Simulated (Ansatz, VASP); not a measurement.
## Bi in VASP and in Ansatz

```
Bi
1.0
     2.26235    1.30617    3.89384
    -2.26235    1.30617    3.89384
     0.00000   -2.61234    3.89384
Bi
2
Direct
  0.23653 0.23653 0.23653
  0.76347 0.76347 0.76347
```

Alike in both runs: functional PBEsol; k mesh 12 × 12 × 12; occupations gaussian, width 0.05 eV; no spin polarisation.

Ansatz relaxed the structure, and its values are those at the end. VASP's run is a single point on that final structure, the one shown.

```csv
,VASP,Ansatz
version,VASP 6.6.1,Ansatz 0.2.0
potentials or method,"VASP PAW PBE potentials, release 64 (Bi_d), cutoff 520 eV","scalar-relativistic, plane waves, PAW"
valence electrons in the cell,30,30
```

```tsv
	VASP	Ansatz	Ansatz less VASP
pressure (GPa)	-0.1	-0.1	+0.06
```

VASP's potentials were made for PBE, not for PBEsol.

Spin-orbit coupling is off throughout.
